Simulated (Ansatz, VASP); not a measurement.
# Two plane-wave programs on Cu

```
Cu
1.0
    -1.42703    1.42703    1.36001
     1.42703   -1.42703    1.36001
     1.46316    1.46316   -1.36001
Cu
1
Direct
  0.00000 0.00000 0.00000
```

Change from the starting cell: strain +0.0250 x Voigt [0, 0, 0, 0, 0, 1], atoms carried along.

Alike in both runs: task single point; functional PBEsol; k mesh 30 × 30 × 30; occupations gaussian, width 0.15 eV; no spin polarisation.

|  | VASP | Ansatz |
| --- | --- | --- |
| version | VASP 6.6.1 | Ansatz 0.2.0 |
| potentials or method | VASP PAW PBE potentials, release 64 (Cu), cutoff 520 eV | scalar-relativistic, plane waves, PAW |
| valence electrons in the cell | 11 | 19 |

|  | VASP | Ansatz | Ansatz less VASP |
| --- | --- | --- | --- |
| gap on the k mesh at the Fermi level (eV) | none | none | - |
| pressure (GPa) | 1.2 | 0.1 | -1.07 |
| traceless stress, the component that is largest in VASP (GPa) | -3.02 | -3.05 | -0.031 |

VASP's potentials were made for PBE, not for PBEsol. A gap of «none» marks a metal or a gap that the smearing closes. The functional is the same, so the differences come from potentials, cutoffs and numerics. VASP's potentials hold 11 valence electrons a cell and Ansatz's 19, so a difference there can come from the potentials and not from the codes.
